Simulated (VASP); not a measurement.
Wanted: the native input for a VASP 6.6.1 run.

```yaml
Task: single point
Functional: PBEsol
Potentials_or_basis: VASP PAW PBE potentials, release 64 (As)
Cutoff: 520 eV
k_mesh: 8 × 8 × 6
Occupations: fermi-dirac, width 0.05 eV
Spin: no spin polarisation
Dipole_correction: no
Further_INCAR_settings: ALGO = Normal; EDIFF = 1e-06; NBANDS = 18
```

The structure of As lies in POSCAR:

```
As
1.0
    1.8490159120     -5.5723767210      0.0000000000
    1.8490159120      5.5723767210      0.0000000000
    0.0000000000      0.0000000000      4.5288225351
As
4
Direct
    0.3900000000      0.6100000000      0.5600000000
    0.8900000000      0.1100000000      0.9400000000
    0.6100000000      0.3900000000      0.4400000000
    0.1100000000      0.8900000000      0.0600000000
```

One way to write it, as run:

INCAR

```
ALGO = Normal ; EDIFF = 1E-6
ENCUT = 520 ; GGA = PS
ISIF = 2 ; ISMEAR = -1
LASPH = T ; LCHARG = F
LREAL = F ; LWAVE = F
NBANDS = 18 ; NELM = 100
PREC = Accurate ; SIGMA = 0.05
```

KPOINTS

```
k-points
0
Gamma
  8 8 6
```

Potentials or basis: VASP PAW PBE potentials, release 64 (As).

Run with:

```sh
$ cat potpaw_PBE.64/As/POTCAR > POTCAR
$ mpirun -np 1 vasp_std > vasp.out
```

Results of the run:

```json
{"Pressure": "-2.5 GPa", "Largest force": "0.276 eV/Å"}
```

Caveat: the PAW data sets were made with another functional, which shifts forces and pressure a little.

Wall time 3.2 min on 1 thread of Intel Xeon 8259CL, with other jobs on the host, peak memory 0.33 GiB.
